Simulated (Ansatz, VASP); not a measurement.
This is a calculation of HfN for VASP 6.6.1.

Contents of POSCAR:

```
HfN
1.0
    2.8250300000      0.0000000000      0.0000000000
    0.0000000000      2.8250300000      0.0000000000
    0.0000000000      0.0000000000      2.8250300000
Hf N
1 1
Direct
    0.5000000000      0.5000000000      0.5000000000
    0.0000000000      0.0000000000      0.0000000000
```

Contents of INCAR.step1:

```
PREC     = Accurate       # precision mode
ENCUT    = 600            # plane-wave cutoff, eV
ISMEAR   = -1             # smearing method
SIGMA    = 0.05           # smearing width, eV
LREAL    = F              # projectors in reciprocal space
LASPH    = T              # aspherical terms in the spheres
NELM     = 100            # most SCF steps
GGA      = PE             # functional
ALGO     = Normal         # electronic algorithm
EDIFF    = 1E-4           # SCF threshold, eV
LWAVE    = T              # write WAVECAR
LCHARG   = F              # write CHGCAR
```

INCAR.step2

```
PREC     = Accurate       # precision mode
ENCUT    = 600            # plane-wave cutoff, eV
EDIFF    = 1E-7           # SCF threshold, eV
ISMEAR   = -1             # smearing method
SIGMA    = 0.05           # smearing width, eV
LREAL    = F              # projectors in reciprocal space
LASPH    = T              # aspherical terms in the spheres
NELM     = 100            # most SCF steps
ALGO     = Normal         # electronic algorithm
ISIF     = 3              # what is computed and relaxed
LWAVE    = F              # write WAVECAR
LCHARG   = F              # write CHGCAR
METAGGA  = R2SCAN         # meta-GGA
LMIXTAU  = T            
LUSE_VDW = T            
IVDW_NL  = 2            
BPARAM   = 11.95        
CPARAM   = 0.0093       
IBRION   = 2              # ionic algorithm
NSW      = 60             # ionic steps
EDIFFG   = -0.01          # ionic threshold
ISTART   = 1
```

Contents of KPOINTS:

```
Automatic mesh
0
Gamma
  9 9 9
```

Potentials or basis: VASP PAW PBE potentials, release 64 (Hf_pv, N).

The run is started by

```bash
$ cat potpaw_PBE.64/Hf_pv/POTCAR potpaw_PBE.64/N/POTCAR > POTCAR
$ cp INCAR.step1 INCAR
$ mpirun -np 1 vasp_std > vasp.out
$ cp INCAR.step2 INCAR
$ mpirun -np 1 vasp_std > vasp.out
```

Q: Set up the same calculation for Ansatz 0.2.0. Potentials there: Ansatz PAW.

A: As run (the cutoff follows the program's own potentials):

File input.yaml:

```yaml
crystal:
  lattice:
    - [2.82503, 0.0, 0.0]
    - [0.0, 2.82503, 0.0]
    - [0.0, 0.0, 2.82503]
  atoms:
    - { symbol: Hf, position: [0.5, 0.5, 0.5] }
    - { symbol: "N", position: [0.0, 0.0, 0.0] }
hamiltonian:
  xc: r2scan
  pseudopotentials: { kind: paw }
  dispersion: rvv10
kpoints:
  mp_grid: { grid: [9, 9, 9] }
scf:
  occupations: { method: fermi_dirac, width: 0.05 }
output:
  forces: true
  stress: true
  eigenvalues: true
relax:
  f_tol: 0.01
  max_steps: 40
  cell: { stress_tol: 0.05 }
```

Potentials or basis: Ansatz PAW.

Launch:

```sh
$ ansatz run input.yaml --threads 2 --pin off --max-ram 5632MiB --backend cpu --events-out ev --progress --plain --runs-dir out
```

Both were run:

|  | VASP | Ansatz | Ansatz less VASP |
| --- | --- | --- | --- |
| gap on the k mesh at the Fermi level, each at its own relaxed structure (eV) | none | none | - |
| relaxed volume (Å³/atom) | 10.86 | 10.94 | +0.085 |
| relaxed cell length with the largest relative difference (Å) | 2.790 | 2.797 | +0.0072 |

VASP's potentials were made for PBE, not for r2SCAN. A gap of «none» marks a metal or a gap that the smearing closes. VASP's potentials hold 15 valence electrons a cell and Ansatz's 31, so a difference there can come from the potentials and not from the codes.

Spin-orbit coupling is off throughout. Noted on Ansatz's run: the plane-wave basis is chosen anew once the cell has moved, so the energies of steps on either side of that aren't comparable.
